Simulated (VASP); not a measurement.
# YTe: vibrations by perturbation theory with LDA

YTe:

```
Y Te
1.0
     0.00000    3.01601    3.01601
     3.01601    0.00000    3.01601
     3.01601    3.01601    0.00000
Y Te
1 1
Direct
  0.00000 0.00000 0.00000
  0.50000 0.50000 0.50000
```

- Program: VASP 6.6.1
- Task: vibrations by perturbation theory
- Functional: LDA
- Potentials or basis: VASP PAW LDA potentials, release 64 (Y_sv, Te)
- Cutoff: 520 eV
- k mesh: 12 × 12 × 12
- Occupations: fermi-dirac, width 0.15 eV
- Spin: no spin polarisation
- Dipole correction: no
- Further INCAR settings: ALGO = Normal; EDIFF = 1e-08; NBANDS = 16; IBRION = 8; NSW = 1

The highest phonon frequency at Γ, LO-TO splitting left out is 181 cm⁻¹.

Phonon frequencies in cm⁻¹ (negative: imaginary):
| q point | frequencies |
| --- | --- |
| (0.000, 0.000, 0.000) | 0 0 0 181 181 181 |

It took 11 min on 1 thread of Intel Xeon 8259CL (shared host), peak memory 0.45 GiB.
